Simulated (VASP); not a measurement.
## SnO: single point with PBE+D3(BJ)

The system is SnO, a slab with vacuum.

```
CELL_PARAMETERS angstrom
3.83692 0.00000 0.00000
0.00003 3.83692 0.00000
0.00000 0.00000 30.63492
ATOMIC_POSITIONS crystal
Sn 0.74999 0.25001 0.46218
Sn 0.24999 0.75001 0.53782
O 0.25000 0.25000 0.50000
O 0.75000 0.75000 0.50000
```

This cell differs from its parent crystal: a layer taken out of the bulk.

```json
{
  "Program": "VASP 6.6.1",
  "Task": "single point",
  "Functional": "PBE",
  "Dispersion": "D3(BJ)",
  "Potentials or basis": "VASP PAW PBE potentials, release 64 (Sn_d, O_h)",
  "Cutoff": "1000 eV",
  "k mesh": "6 × 6 × 1",
  "Occupations": "gaussian, width 0.02 eV",
  "Spin": "no spin polarisation"
}
```

| Quantity | Value |
| --- | --- |
| Largest force | 0.403 eV/Å |
| Band gap on the k mesh | 2.97 eV (least direct gap 3.01 eV) |
| Dispersion energy per atom | -0.136 eV |

Forces on the atoms (eV/Å):
```
Sn   0.000  0.000 -0.403
Sn   0.000  0.000  0.403
O    0.000  0.000  0.000
O    0.000  0.000  0.000
```

Levels at points of the mesh, in eV from the valence-band top:
```csv
k point,band 16,band 17,band 18,band 19,band 20,band 21,band 22,band 23,band 24,band 25
"(0.00, 0.00, 0.00)",-3.70,-2.17,-1.86,-1.86,-0.04,2.97,3.00,5.18,5.24,5.54
"(0.50, 0.00, 0.00)",-3.80,-3.47,-3.47,-0.53,-0.53,3.23,3.23,5.69,5.69,7.22
"(0.50, 0.50, 0.00)",-3.93,-1.20,-1.20,-0.68,-0.68,3.13,3.13,5.25,5.25,6.55
```

Run time: 13 min on 1 thread of Intel(R) Xeon(R) Platinum 8259CL CPU @ 2.50GHz (Skylake/Cascade Lake), with other jobs on the host, peak memory 1.1 GiB.

Caveat: the cell differs from its parent crystal (a layer taken out of the bulk); spin-orbit coupling is left out, which moves the levels of the heavy elements.
